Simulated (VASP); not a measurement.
# CoSi (NiAs type) (P6_3/mmc) in VASP: relaxation of cell and atoms with PBE

Aim: the relaxation of cell and atoms of CoSi (NiAs type) with PBE.

All numbers are computed with VASP 6.6.1; they aren't measurements. Logs are shortened: lines on timing, memory, paths and dates and some standing lists are left out, and cuts for length are marked.

### 1 The cell of the first run

The structure is hexagonal, space group P6_3/mmc (No. 194). Conventional cell: a = 3.089 Å, b = 3.089 Å, c = 4.788 Å, α = 90.00°, β = 90.00°, γ = 120.00°. Co (site symmetry -3m) has 6 Si at 2.15 Å and 2 Co at 2.39 Å within 2.8 Å. Si (site symmetry -6m2) has 6 Co at 2.15 Å within 2.8 Å.

### 2 Relaxation of cell and atoms, PBE, target pressure 68 GPa, at which the enthalpy is minimised

The input, INCAR:

```
SYSTEM = CoSi
ALGO     = Normal         ! electronic algorithm
EDIFF    = 1E-6           ! SCF threshold, eV
EDIFFG   = -0.005         ! ionic threshold
ENCUT    = 600            ! plane-wave cutoff, eV
GGA      = PE             ! functional
IBRION   = 2              ! ionic algorithm
ISIF     = 3              ! what is computed and relaxed
ISMEAR   = -1             ! smearing method
LASPH    = .True.         ! aspherical terms in the spheres
LCHARG   = .False.        ! write CHGCAR
LREAL    = .False.        ! projectors in reciprocal space
LWAVE    = .False.        ! write WAVECAR
NELM     = 60             ! most SCF steps
NSW      = 60             ! ionic steps
PREC     = Accurate       ! precision mode
PSTRESS  = 680.0        
SIGMA    = 0.08           ! smearing width, eV
```

The input, KPOINTS:

```
k-points
0
Gamma
  12 12 7
  0 0 0
```

The input, POSCAR:

```
CoSi
1.0
    3.0888161459      0.0000000000      0.0000000000
   -1.5444080730      2.6749932500      0.0000000000
    0.0000000000      0.0000000000      4.7876650262
Co Si
2 2
Direct
    0.0000000000      0.0000000000      0.0000000000
    0.0000000000      0.0000000000      0.5000000000
    0.3333333333      0.6666666667      0.2500000000
    0.6666666667      0.3333333333      0.7500000000
```

Potentials or basis: VASP PAW PBE potentials, release 64 (Co, Si).

Launch:

```
$ cat potpaw_PBE.64/Co/POTCAR potpaw_PBE.64/Si/POTCAR > POTCAR
$ mpirun -np 1 vasp_std > vasp.out
```

OUTCAR:

```text
SYSTEM = CoSi
   EDIFF = 1E-6
   EDIFFG = -0.005
   ENCUT = 600
   GGA = PE
   IBRION = 2
   ISIF = 3
   ISMEAR = -1
   LASPH = .True.
   LREAL = .False.
   NELM = 60
   NSW = 60
   PREC = Accurate
   PSTRESS = 680.0

 ion  position               nearest neighbor table
   1  0.000  0.000  0.000-   3 2.15   4 2.15   4 2.15   3 2.15   4 2.15   3 2.15   2 2.39   2 2.39

   2  0.000  0.000  0.500-   3 2.15   4 2.15   4 2.15   3 2.15   4 2.15   3 2.15   1 2.39   1 2.39

   3  0.333  0.667  0.250-   1 2.15   2 2.15   1 2.15   2 2.15   1 2.15   2 2.15   4 2.99   4 2.99
                             4 2.99   4 2.99   4 2.99   4 2.99
   4  0.667  0.333  0.750-   1 2.15   2 2.15   1 2.15   2 2.15   1 2.15   2 2.15   3 2.99   3 2.99
                             3 2.99   3 2.99   3 2.99   3 2.99

  LATTYP: Found a hexagonal cell.
 ALAT       =     3.0888161459
 C/A-ratio  =     1.5500000000

  Lattice vectors:

 A1 = (   3.0888161459,   0.0000000000,   0.0000000000)
 A2 = (  -1.5444080730,   2.6749932500,   0.0000000000)
 A3 = (   0.0000000000,   0.0000000000,   4.7876650262)

Analysis of symmetry for initial positions (statically):
=====================================================================
 Subroutine PRICEL returns:
 Original cell was already a primitive cell.

 Routine SETGRP: Setting up the symmetry group for a
 hexagonal supercell.

 Subroutine GETGRP returns: Found 24 space group operations
 (whereof 12 operations were pure point group operations)
 out of a pool of 24 trial point group operations.

The static configuration has the point symmetry D_3d.
 The point group associated with its full space group is D_6h.

Analysis of symmetry for dynamics (positions and initial velocities):
=====================================================================
 Subroutine PRICEL returns:
 Original cell was already a primitive cell.

 Routine SETGRP: Setting up the symmetry group for a
 hexagonal supercell.

 Subroutine GETGRP returns: Found 24 space group operations
 (whereof 12 operations were pure point group operations)
 out of a pool of 24 trial point group operations.

The dynamic configuration has the point symmetry D_3d.
 The point group associated with its full space group is D_6h.

 Subroutine INISYM returns: Found 24 space group operations
 (whereof 12 operations are pure point group operations),
 and found     1 'primitive' translations

----------------------------------------------------------------------------------------

                                     Primitive cell

  volume of cell :      39.5584

  direct lattice vectors                    reciprocal lattice vectors
     3.088816146  0.000000000  0.000000000     0.323748631  0.186916360  0.000000000
    -1.544408073  2.674993250  0.000000000     0.000000000  0.373832719  0.000000000
     0.000000000  0.000000000  4.787665026     0.000000000  0.000000000  0.208870085

  length of vectors
     3.088816146  3.088816146  4.787665026     0.373832719  0.373832719  0.208870085

  position of ions in fractional coordinates (direct lattice)
     0.000000000  0.000000000  0.000000000
     0.000000000  0.000000000  0.500000000
     0.333333333  0.666666667  0.250000000
     0.666666667  0.333333333  0.750000000

  ion indices of the primitive-cell ions
   primitive index   ion index
                 1           1
                 2           2
                 3           3
                 4           4

----------------------------------------------------------------------------------------

 KPOINTS: k-points

Automatic generation of k-mesh.
 Grid dimensions read from file:
 generate k-points for:   12   12    7

 Generating k-lattice:

  Cartesian coordinates                     Fractional coordinates (reciprocal lattice)
     0.026979053  0.015576363  0.000000000     0.083333333  0.000000000  0.000000000
     0.000000000  0.031152727  0.000000000     0.000000000  0.083333333  0.000000000
     0.000000000  0.000000000  0.029838584     0.000000000  0.000000000  0.142857143

  Length of vectors
     0.031152727  0.031152727  0.029838584

  Shift w.r.t. Gamma in fractional coordinates (k-lattice)
     0.000000000  0.000000000  0.000000000

 Subroutine IBZKPT returns following result:
 ===========================================

 Found     76 irreducible k-points:

 Following reciprocal coordinates:
            Coordinates               Weight
  0.000000  0.000000  0.000000      1.000000
  0.083333  0.000000  0.000000      6.000000
  0.166667 -0.000000  0.000000      6.000000
  0.250000  0.000000  0.000000      6.000000
  0.333333  0.000000  0.000000      6.000000
  0.416667  0.000000  0.000000      6.000000
[... 16 lines left out ...]
  0.250000  0.000000  0.142857     12.000000
  0.333333  0.000000  0.142857     12.000000
 [... further k-points ...]
   k-points           NKPTS =     76   k-points in BZ     NKDIM =     76   number of bands    NBANDS=     17
   number of dos      NEDOS =    301   number of ions     NIONS =      4
   total plane-waves  NPLWV =  31360
   dimension x,y,z NGX =    28 NGY =   28 NGZ =   40
   dimension x,y,z NGXF=    56 NGYF=   56 NGZF=   80
   ions per type =               2   2
   NGX,Y,Z   is equivalent  to a cutoff of  15.07, 15.07, 13.89 a.u.
   NGXF,Y,Z  is equivalent  to a cutoff of  30.14, 30.14, 27.78 a.u.
 SYSTEM =  CoSi
   PREC   = accura    normal or accurate (medium, high low for compatibility)
   ISTART =      0    job   : 0-new  1-cont  2-samecut
   ICHARG =      2    charge: 1-file 2-atom 10-const
   ISPIN  =      1    spin polarized calculation?
   LNONCOLLINEAR =      F non collinear calculations
   LSORBIT =      F    spin-orbit coupling
   LASPH  =      T    aspherical Exc in radial PAW
   ENCUT  =  600.0 eV  44.10 Ry    6.64 a.u.   6.17  6.17  9.56*2*pi/ulx,y,z
   NELM   =     60;   NELMIN=  2; NELMDL= -5     # of ELM steps
   EDIFF  = 0.1E-05   stopping-criterion for ELM
   LREAL  =      F    real-space projection
   EDIFFG = -.5E-02   stopping-criterion for IOM
   NSW    =     60    number of steps for IOM
   IBRION =      2    ionic relax: 0-MD 1-quasi-New 2-CG
   NFREE  =      1    steps in history (QN), initial steepest desc. (CG)
   ISIF   =      3    stress and relaxation
   ISYM   =      2    0-nonsym 1-usesym 2-fastsym
   POTIM  = 0.5000    time-step for ionic-motion
   TEBEG  =    0.0;   TEEND  =   0.0 temperature during run
   PSTRESS=  680.0 pullay stress
   NELECT =      26.0000    total number of electrons
   NUPDOWN=      -1.0000    fix difference up-down
   EMIN   =  10.00;   EMAX   =-10.00  energy-range for DOS
   EFERMI =   0.00;   METHOD = LEGACY
   ISMEAR =    -1;   SIGMA  =   0.08  broadening in eV -4-tet -1-fermi 0-gaus
   EFERMI_NEDOS =   21; number of points for ismear=-14 and -15
   IALGO  =     38    algorithm
   IMIX   =      4    mixing-type and parameters
     AMIX     =   0.40;   BMIX     =  1.00
     AMIX_MAG =   1.60;   BMIX_MAG =  1.00
  volume/ion in A,a.u.               =       9.89        66.74
  Fermi-wavevector in a.u.,A,eV,Ry     =   1.423376  2.689791 27.565411  2.026001
  Thomas-Fermi vector in A             =   2.543981
   LORBIT       =      0    0 simple, 1 ext, 2 COOP (PROOUT), +10 PAW based schemes
   GGA     = PE    functional components
   LHFCALC =     F    Hartree Fock is set to
   AEXX    =    0.0000 exact exchange contribution
   IVDW    =     0    specifies the selected vdW correction
   LEPSILON=     F    determine dielectric tensor
   LRPA    =     F    only Hartree local field effects (RPA)
 conjugate gradient relaxation of ions
 non-spin polarized calculation
  energy-cutoff  :      600.00
  volume of cell :       39.56
 maximum number of plane-waves:      1345
 NGX is ok and might be reduce to    28
   NGX = 13   NGY = 13   NGZ = 19

--------------------------------------- Ionic step        1  -------------------------------------------

 number of electron      25.9999998 magnetization

 Free energy of the ion-electron system (eV)
  ---------------------------------------------------
  ext. energy  EPLUGINS =         0.00000000
  ---------------------------------------------------
  free energy    TOTEN  =       -24.70919593 eV

  energy without entropy =      -24.67614447  energy(sigma->0) =      -24.69267020

------------------------ aborting loop because EDIFF is reached ----------------------------------------

  FORCE on cell =-STRESS in cart. coord.  units (eV):
  Direction    XX          YY          ZZ          XY          YZ          ZX
  --------------------------------------------------------------------------------------
  -------------------------------------------------------------------------------------
  Total       16.3193791     16.3193791     16.7436551     -0.0000000      0.0000000      0.0000000
  in kB      660.9608076    660.9608076    678.1446597     -0.0000000      0.0000000      0.0000000
  external PRESSURE =     -13.3112417 kB  Pullay stress =     680.0000000 kB
[... 265 lines left out ...]
  enthalpy is  TOTEN    =        -7.9216698420 eV   P V=       16.7258099084

--------------------------------------- Ionic step        8  -------------------------------------------

 number of electron      26.0000003 magnetization

 Free energy of the ion-electron system (eV)
  ---------------------------------------------------
  ext. energy  EPLUGINS =         0.00000000
  ---------------------------------------------------
  free energy    TOTEN  =       -24.64481225 eV

  energy without entropy =      -24.61154129  energy(sigma->0) =      -24.62817677

 E-fermi :  13.4684     XC(G=0): -13.2754

 val. band max:       13.4333318631   @ k =   0.5000   0.0000   0.0000
 cond. band min:      13.5054808483   @ k =   0.2500   0.0833   0.0000
 fundamental gap:      0.0721489852
 Fermi energy:        13.4684266462

 k-point     1 :       0.0000    0.0000    0.0000
  band No.  band energies     occupation
      1      -0.5269      2.00000
      2       5.2234      2.00000
      3       5.6179      2.00000
      4       9.1761      2.00000
      5       9.2092      2.00000
      6       9.2092      2.00000
[... 9 lines left out ...]
     16      20.2992      0.00000
     17      20.9760      0.00000
[... 443 lines left out ...]
      1       1.8785      2.00000
      2       5.2044      2.00000
      3       7.3226      2.00000
      4       8.0667      2.00000
      5       9.1800      2.00000
      6       9.2586      2.00000
[... 9 lines left out ...]
     16      17.4381      0.00000
     17      19.2209      0.00000

 [... further k-points ...]
[... 5 lines left out ...]
  --------------------------------------------------------------------------------------
  -------------------------------------------------------------------------------------
  Total       16.7171366     16.7171366     16.7155982     -0.0000000     -0.0000000      0.0000000
  in kB      679.7558252    679.7558253    679.6932692     -0.0000000     -0.0000000      0.0000000
  external PRESSURE =      -0.2650267 kB  Pullay stress =     680.0000000 kB
[... 19 lines left out ...]
  FREE ENERGIE OF THE ION-ELECTRON SYSTEM (eV)
  ---------------------------------------------------
  free  energy   TOTEN  =       -24.6448122484 eV

  energy  without entropy=      -24.6115412936  energy(sigma->0) =      -24.62817677

  enthalpy is  TOTEN    =        -7.9216706623 eV   P V=       16.7231415861

 reached required accuracy - stopping structural energy minimisation
```

It took 5.4 min on 1 thread of Intel Xeon Platinum 8175M at 2.50GHz (Skylake/Cascade Lake), shared host; peak memory 0.22 GiB.

What came out:

- Free energy: -24.6448 eV
- Relaxed volume: 9.85 Å³/atom
- Relaxed cell: a = 3.076 Å, b = 3.076 Å, c = 4.810 Å, α = 90.00°, β = 90.00°, γ = 120.00°
- Space group after relaxing (to 0.1 Å): P6_3/mmc (No. 194)
- Energy change on relaxing (the run minimises the enthalpy): +16.1 meV/atom
- Ionic steps: 8
- Pressure after relaxing: 68.0 GPa
- Band gap on the k mesh: zero (bands 13 and 14 overlap by 3.32 eV)

The path:
| step | energy change (eV) | largest force (eV/Å) | pressure (GPa) | volume (Å³) |
| --- | --- | --- | --- | --- |
| 1 | 0.0000 | 0.0000 | 66.67 | 39.56 |
| 2 | 0.2011 | 0.0000 | 71.86 | 39.09 |
| 3 | 0.0731 | 0.0000 | 68.49 | 39.38 |
| 4 | 0.0682 | 0.0000 | 68.09 | 39.39 |
| 5 | 0.0671 | 0.0000 | 68.10 | 39.40 |
| 6 | 0.0529 | 0.0000 | 67.82 | 39.43 |
| 7 | 0.0617 | 0.0000 | 67.89 | 39.41 |
| 8 | 0.0644 | 0.0000 | 67.97 | 39.40 |

Final structure:
```
CELL_PARAMETERS angstrom
3.07553 0.00000 0.00000
-1.53776 2.66348 0.00000
0.00000 0.00000 4.81006
ATOMIC_POSITIONS crystal
Co 0.00000 0.00000 0.00000
Co 0.00000 0.00000 0.50000
Si 0.33333 0.66667 0.25000
Si 0.66667 0.33333 0.75000
```

Caveat: the cell is relaxed towards a set pressure, so the run minimises the enthalpy, not the energy; the run has no spin polarisation, though such a crystal can be magnetic. Spin polarisation is off, so any magnetic state and its effect on volume and gap are missing.
